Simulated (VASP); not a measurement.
A run of VASP 6.6.1 is set up as follows.

The input INCAR:

```
SYSTEM = Hf
  PREC = Accurate
  ENCUT = 520
  EDIFF = 1E-7
  ISMEAR = -1
  SIGMA = 0.05
  LREAL = .False.
  LASPH = .True.
  NELM = 80
  ALGO = Normal
  ISIF = 2
  LWAVE = .False.
  LCHARG = .False.
  GGA = CA
  NBANDS = 11
```

KPOINTS

```
regular mesh
0
Gamma
  10 10 10
  0 0 0
```

POSCAR

```
Hf
1.0
   -1.8287527239      1.8287527239      1.8287527239
    1.8287527239     -1.8287527239      1.8287527239
    1.8287527239      1.8287527239     -1.8287527239
Hf
1
Direct
    0.0000000000      0.0000000000      0.0000000000
```

Potentials or basis: VASP PAW LDA potentials, release 64 (Hf_pv).

Launch:

```sh
$ cat potpaw_LDA.64/Hf_pv/POTCAR > POTCAR
$ mpirun -np 1 vasp_std > vasp.out
```

Q: Estimate the band gap on the k mesh.

A: Zero (band 5 reaches 5.22 eV, above the bottom of band 6 at 3.18 eV).

Q: Predict the pressure.

A: -15.1 GPa.

Caveat: spin-orbit coupling is left out, which moves the levels of the heavy elements.
